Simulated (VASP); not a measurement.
# Te2Mo in VASP: settings compared

Aim: see how the results for Te2Mo move with the level of theory and the settings. Levels: PBEsol, RPBE+D3(BJ), BLYP+D3(BJ), BLYP+D4. Tasks: single point.

Everything below comes from runs of VASP 6.6.1. Logs are shortened: lines on timing, memory, paths and dates and some standing lists are left out, and cuts for length are marked.

## 1. The cell of the first run

The typed cell holds 12 atoms: a = 6.314 Å, b = 3.430 Å, c = 13.913 Å, α = 90.00°, β = 94.01°, γ = 90.00°.

## 2. Single point, PBEsol

INCAR reads:

```
SYSTEM = Te2Mo
PREC     = Accurate       ! precision mode
ENCUT    = 520            ! plane-wave cutoff, eV
EDIFF    = 1E-6           ! SCF threshold, eV
ISMEAR   = -1             ! smearing method
SIGMA    = 0.05           ! smearing width, eV
LREAL    = .FALSE.        ! projectors in reciprocal space
LASPH    = .TRUE.         ! aspherical terms in the spheres
NELM     = 60             ! most SCF steps
ALGO     = Normal         ! electronic algorithm
ISIF     = 2              ! what is computed and relaxed
LWAVE    = .FALSE.        ! write WAVECAR
LCHARG   = .FALSE.        ! write CHGCAR
GGA      = PS             ! functional
NBANDS   = 64             ! bands
```

KPOINTS reads:

```
Automatic mesh
0
G
  3 6 2
  0 0 0
```

POSCAR reads:

```
Te2Mo
1.0
    6.3128956714      0.0000000000     -0.0941847371
    0.0000000000      3.4301454246      0.0000000000
   -0.7665961059      0.0000000000     13.8920793172
Te Mo
8 4
Direct
    0.0530857000      0.5000000000      0.3961765544
    0.9468430761      0.0000000000      0.6038112330
    0.5576103322      0.0000000000      0.3521989796
    0.4423194777      0.5000000000      0.6477891273
    0.0998372446      0.0000000000      0.1482293018
    0.9002365571      0.5000000000      0.8517840318
    0.5869171584      0.5000000000      0.1035039711
    0.4131526446      0.0000000000      0.8965064396
    0.3199463849      0.0000000000      0.5061077570
    0.6799806039      0.5000000000      0.4938807692
    0.1816125587      0.5000000000      0.0068522842
    0.8184572518      0.0000000000      0.9931585408
```

Potentials or basis: VASP PAW PBE potentials, release 64 (Te, Mo_sv).

On the command line:

```
cat potpaw_PBE.64/Te/POTCAR potpaw_PBE.64/Mo_sv/POTCAR > POTCAR
mpirun -np 1 vasp_std > vasp.out
```

OUTCAR:

```text
SYSTEM = Te2Mo
   PREC = Accurate
   ENCUT = 520
   EDIFF = 1E-6
   ISMEAR = -1
   LREAL = .FALSE.
   LASPH = .TRUE.
   NELM = 60
   ISIF = 2
   GGA = PS

 ion  position               nearest neighbor table
   1  0.053  0.500  0.396-   9 2.79   9 2.79  10 2.80   2 3.47   2 3.47   3 3.58   3 3.58
   2  0.947  0.000  0.604-  10 2.79  10 2.79   9 2.80   1 3.47   1 3.47   4 3.58   4 3.58
   3  0.558  0.000  0.352-  10 2.69  10 2.69   9 2.70   1 3.58   1 3.58
   4  0.442  0.500  0.648-   9 2.69   9 2.69  10 2.70   2 3.58   2 3.58
   5  0.100  0.000  0.148-  11 2.69  11 2.69  12 2.70   7 3.61   7 3.61   7 3.68   7 3.68
   6  0.900  0.500  0.852-  12 2.69  12 2.69  11 2.70   8 3.61   8 3.61   8 3.68   8 3.68
   7  0.587  0.500  0.104-  12 2.78  12 2.78  11 2.81   8 3.46   8 3.46   5 3.61   5 3.61   5 3.68
                             5 3.68
   8  0.413  0.000  0.897-  11 2.78  11 2.78  12 2.81   7 3.46   7 3.46   6 3.61   6 3.61   6 3.68
                             6 3.68
   9  0.320  0.000  0.506-   4 2.69   4 2.69   3 2.70   1 2.79   1 2.79   2 2.80  10 2.86  10 2.86

  10  0.680  0.500  0.494-   3 2.69   3 2.69   4 2.70   2 2.79   2 2.79   1 2.80   9 2.86   9 2.86

  11  0.182  0.500  0.007-   5 2.69   5 2.69   6 2.70   8 2.78   8 2.78   7 2.81  12 2.86  12 2.86

  12  0.818  0.000  0.993-   6 2.69   6 2.69   5 2.70   7 2.78   7 2.78   8 2.81  11 2.86  11 2.86

  LATTYP: Found a simple monoclinic cell.
 ALAT       =     6.3135982231
 B/A-ratio  =     0.5432948540
 C/A-ratio  =     2.2036901929
 COS(beta)  =    -0.0699873847

  Lattice vectors:

 A1 = (   6.3128956714,   0.0000000000,  -0.0941847371)
 A2 = (   0.0000000000,   3.4301454246,   0.0000000000)
 A3 = (  -0.7665961059,   0.0000000000,  13.8920793172)

Analysis of symmetry for initial positions (statically):
=====================================================================
 Subroutine PRICEL returns:
 Original cell was already a primitive cell.

 Routine SETGRP: Setting up the symmetry group for a
 simple monoclinic supercell.

 Subroutine GETGRP returns: Found  2 space group operations
 (whereof  2 operations were pure point group operations)
 out of a pool of  4 trial point group operations.

The static configuration has the point symmetry C_1h.

Analysis of symmetry for dynamics (positions and initial velocities):
=====================================================================
 Subroutine PRICEL returns:
 Original cell was already a primitive cell.

 Routine SETGRP: Setting up the symmetry group for a
 simple monoclinic supercell.

 Subroutine GETGRP returns: Found  2 space group operations
 (whereof  2 operations were pure point group operations)
 out of a pool of  4 trial point group operations.

The dynamic configuration has the point symmetry C_1h.

 Subroutine INISYM returns: Found  2 space group operations
 (whereof  2 operations are pure point group operations),
 and found     1 'primitive' translations

----------------------------------------------------------------------------------------

                                     Primitive cell

  volume of cell :     300.5735

  direct lattice vectors                    reciprocal lattice vectors
     6.312895671  0.000000000 -0.094184737     0.158536434  0.000000000  0.008748396
     0.000000000  3.430145425  0.000000000     0.000000000  0.291532829  0.000000000
    -0.766596106  0.000000000 13.892079317     0.001074836  0.000000000  0.072042777

  length of vectors
     6.313598223  3.430145425 13.913214486     0.158777628  0.291532829  0.072050794

  position of ions in fractional coordinates (direct lattice)
     0.053085700  0.500000000  0.396176554
     0.946843076  0.000000000  0.603811233
     0.557610332  0.000000000  0.352198980
     0.442319478  0.500000000  0.647789127
     0.099837245  0.000000000  0.148229302
     0.900236557  0.500000000  0.851784032
     0.586917158  0.500000000  0.103503971
     0.413152645  0.000000000  0.896506440
     0.319946385  0.000000000  0.506107757
     0.679980604  0.500000000  0.493880769
     0.181612559  0.500000000  0.006852284
     0.818457252  0.000000000  0.993158541

  ion indices of the primitive-cell ions
   primitive index   ion index
                 1           1
                 2           2
                 3           3
                 4           4
                 5           5
                 6           6
                 7           7
                 8           8
                 9           9
                10          10
                11          11
                12          12

----------------------------------------------------------------------------------------

 KPOINTS: Automatic mesh

Automatic generation of k-mesh.
 Grid dimensions read from file:
 generate k-points for:    3    6    2

 Generating k-lattice:

  Cartesian coordinates                     Fractional coordinates (reciprocal lattice)
     0.052845478  0.000000000  0.002916132     0.333333333  0.000000000 -0.000000000
     0.000000000  0.048588805  0.000000000     0.000000000  0.166666667  0.000000000
     0.000537418  0.000000000  0.036021388     0.000000000  0.000000000  0.500000000

  Length of vectors
     0.052925876  0.048588805  0.036025397

  Shift w.r.t. Gamma in fractional coordinates (k-lattice)
     0.000000000  0.000000000  0.000000000

 Subroutine IBZKPT returns following result:
 ===========================================

 Found     16 irreducible k-points:

 Following reciprocal coordinates:
            Coordinates               Weight
  0.000000  0.000000  0.000000      1.000000
  0.333333  0.000000  0.000000      2.000000
  0.000000  0.166667  0.000000      2.000000
  0.333333  0.166667  0.000000      4.000000
  0.000000  0.333333  0.000000      2.000000
  0.333333  0.333333  0.000000      4.000000
[... 8 lines left out ...]
  0.000000  0.500000  0.500000      1.000000
  0.333333  0.500000  0.500000      2.000000
   k-points           NKPTS =     16   k-points in BZ     NKDIM =     16   number of bands    NBANDS=     64
   number of dos      NEDOS =    301   number of ions     NIONS =     12
   total plane-waves  NPLWV = 145152
   dimension x,y,z NGX =    48 NGY =   28 NGZ =  108
   dimension x,y,z NGXF=    96 NGYF=   56 NGZF=  216
   ions per type =               8   4
   NGX,Y,Z   is equivalent  to a cutoff of  12.64, 13.57, 12.90 a.u.
   NGXF,Y,Z  is equivalent  to a cutoff of  25.28, 27.14, 25.81 a.u.
 SYSTEM =  Te2Mo
   PREC   = accura    normal or accurate (medium, high low for compatibility)
   ISTART =      0    job   : 0-new  1-cont  2-samecut
   ICHARG =      2    charge: 1-file 2-atom 10-const
   ISPIN  =      1    spin polarized calculation?
   LNONCOLLINEAR =      F non collinear calculations
   LSORBIT =      F    spin-orbit coupling
   LASPH  =      T    aspherical Exc in radial PAW
   ENCUT  =  520.0 eV  38.22 Ry    6.18 a.u.  11.74  6.38 25.87*2*pi/ulx,y,z
   NELM   =     60;   NELMIN=  2; NELMDL= -5     # of ELM steps
   EDIFF  = 0.1E-05   stopping-criterion for ELM
   LREAL  =      F    real-space projection
   EDIFFG = 0.1E-04   stopping-criterion for IOM
   NSW    =      0    number of steps for IOM
   IBRION =     -1    ionic relax: 0-MD 1-quasi-New 2-CG
   NFREE  =      0    steps in history (QN), initial steepest desc. (CG)
   ISIF   =      2    stress and relaxation
   ISYM   =      2    0-nonsym 1-usesym 2-fastsym
   POTIM  = 0.5000    time-step for ionic-motion
   TEBEG  =    0.0;   TEEND  =   0.0 temperature during run
   PSTRESS=    0.0 pullay stress
   NELECT =     104.0000    total number of electrons
   NUPDOWN=      -1.0000    fix difference up-down
   EMIN   =  10.00;   EMAX   =-10.00  energy-range for DOS
   EFERMI =   0.00;   METHOD = LEGACY
   ISMEAR =    -1;   SIGMA  =   0.05  broadening in eV -4-tet -1-fermi 0-gaus
   EFERMI_NEDOS =   21; number of points for ismear=-14 and -15
   IALGO  =     38    algorithm
   IMIX   =      4    mixing-type and parameters
     AMIX     =   0.40;   BMIX     =  1.00
     AMIX_MAG =   1.60;   BMIX_MAG =  1.00
  volume/ion in A,a.u.               =      25.05       169.03
  Fermi-wavevector in a.u.,A,eV,Ry     =   1.149306  2.171874 17.971997  1.320904
  Thomas-Fermi vector in A             =   2.285976
   LORBIT       =      0    0 simple, 1 ext, 2 COOP (PROOUT), +10 PAW based schemes
   GGA     = PS    functional components
   LHFCALC =     F    Hartree Fock is set to
   AEXX    =    0.0000 exact exchange contribution
   IVDW    =     0    specifies the selected vdW correction
   LEPSILON=     F    determine dielectric tensor
   LRPA    =     F    only Hartree local field effects (RPA)
 non-spin polarized calculation
  energy-cutoff  :      520.00
  volume of cell :      300.57
 maximum number of plane-waves:      8145
 NGX is ok and might be reduce to    48
   NGX = 23   NGY = 13   NGZ = 51

 number of electron     104.0000000 magnetization

 Free energy of the ion-electron system (eV)
  ---------------------------------------------------
  ext. energy  EPLUGINS =         0.00000000
  ---------------------------------------------------
  free energy    TOTEN  =       -78.59840682 eV

  energy without entropy =      -78.56424631  energy(sigma->0) =      -78.58132657

 E-fermi :   8.2382     XC(G=0): -10.5427

 val. band max:        8.1807948088   @ k =   0.0000   0.1667   0.5000
 cond. band min:       8.2422793601   @ k =   0.0000   0.0000   0.0000
 fundamental gap:      0.0614845513
 Fermi energy:         8.2382360099

 k-point     1 :       0.0000    0.0000    0.0000
  band No.  band energies     occupation
      1     -52.7412      2.00000
      2     -52.7227      2.00000
      3     -52.6742      2.00000
      4     -52.6548      2.00000
      5     -27.0459      2.00000
      6     -27.0308      2.00000
[... 56 lines left out ...]
     63      11.2532      0.00000
     64      11.3355      0.00000

 k-point     2 :       0.3333    0.0000    0.0000
  band No.  band energies     occupation
      1     -52.7409      2.00000
      2     -52.7224      2.00000
      3     -52.6744      2.00000
      4     -52.6551      2.00000
      5     -27.0390      2.00000
      6     -27.0240      2.00000
[... 56 lines left out ...]
     63      11.3088      0.00000
     64      11.4291      0.00000

 k-point     3 :       0.0000    0.1667    0.0000
  band No.  band energies     occupation
      1     -52.7349      2.00000
      2     -52.7164      2.00000
      3     -52.6769      2.00000
      4     -52.6576      2.00000
      5     -27.0465      2.00000
      6     -27.0314      2.00000
[... 860 lines left out ...]
     63      10.5037      0.00000
     64      10.5037      0.00000

 k-point    16 :       0.3333    0.5000    0.5000
  band No.  band energies     occupation
      1     -52.7006      2.00000
      2     -52.7006      2.00000
      3     -52.6818      2.00000
      4     -52.6817      2.00000
      5     -27.0933      2.00000
      6     -27.0933      2.00000
[... 56 lines left out ...]
     63      10.6248      0.00000
     64      10.6248      0.00000

------------------------ aborting loop because EDIFF is reached ----------------------------------------

  FORCE on cell =-STRESS in cart. coord.  units (eV):
  Direction    XX          YY          ZZ          XY          YZ          ZX
  --------------------------------------------------------------------------------------
  -------------------------------------------------------------------------------------
  Total        0.1977102      0.1496607      0.2112614      0.0000000      0.0000000     -0.0040666
  in kB        1.0538744      0.7977517      1.1261078      0.0000000      0.0000000     -0.0216769
  external PRESSURE =       0.9925780 kB  Pullay stress =       0.0000000 kB

 VOLUME and BASIS-vectors are now :
 -----------------------------------------------------------------------------
  energy-cutoff  :      520.00
  volume of cell :      300.57
      direct lattice vectors                 reciprocal lattice vectors
     6.312895671  0.000000000 -0.094184737     0.158536434  0.000000000  0.008748396
     0.000000000  3.430145425  0.000000000     0.000000000  0.291532829  0.000000000
    -0.766596106  0.000000000 13.892079317     0.001074836  0.000000000  0.072042777

 POSITION                                       TOTAL-FORCE (eV/Angst)
 -----------------------------------------------------------------------------------
      0.03142      1.71507      5.49872        -0.002124      0.000000     -0.019028
      5.51444      0.00000      8.29902         0.002064      0.000000      0.019169
      3.25014      0.00000      4.84026        -0.002049      0.000000     -0.035448
      2.29572      1.71507      8.95748         0.002110      0.000000      0.035675
      0.51663      0.00000      2.04981        -0.003707      0.000000      0.025119
      5.03013      1.71507     11.74826         0.003349      0.000000     -0.025677
      3.62580      1.71507      1.38261         0.000524      0.000000      0.019848
      1.92093      0.00000     12.41543        -0.000350      0.000000     -0.019997
      1.63181      0.00000      7.00076        -0.012431      0.000000     -0.005443
      3.91404      1.71507      6.79699         0.012526      0.000000      0.005176
      1.14125      1.71507      0.07809         0.004758      0.000000     -0.004439
      4.40548      0.00000     13.71995        -0.004670      0.000000      0.005045
 -----------------------------------------------------------------------------------
    total drift:                               -0.000074      0.000000     -0.000014

  FREE ENERGIE OF THE ION-ELECTRON SYSTEM (eV)
  ---------------------------------------------------
  free  energy   TOTEN  =       -78.5984068220 eV

  energy  without entropy=      -78.5642463117  energy(sigma->0) =      -78.58132657
```

It took 4.3 min on 1 thread of Intel Xeon 6975P-C (Granite Rapids), shared host; peak memory 0.51 GiB.

What came out:

| Item | Value |
| --- | --- |
| Free energy | -78.5984 eV |
| Pressure | 0.1 GPa |
| Largest force | 0.036 eV/Å |
| Band gap on the k mesh | zero (bands 52 and 53 overlap by 0.29 eV) |

Forces in eV/Å, atoms in the order of the input:
```
Te  -0.002  0.000 -0.019
Te   0.002  0.000  0.019
Te  -0.002  0.000 -0.035
Te   0.002  0.000  0.036
Te  -0.004  0.000  0.025
Te   0.003  0.000 -0.026
Te   0.001  0.000  0.020
Te   0.000  0.000 -0.020
Mo  -0.012  0.000 -0.005
Mo   0.013  0.000  0.005
Mo   0.005  0.000 -0.004
Mo  -0.005  0.000  0.005
```

Caveat: the PAW data sets were made with another functional, which shifts forces and pressure a little; spin-orbit coupling is left out, which moves the levels of the heavy elements.

(Part 1 of 2 ends here.)

The gap in the log of VASP goes by the Fermi energy; the results here count the filled bands.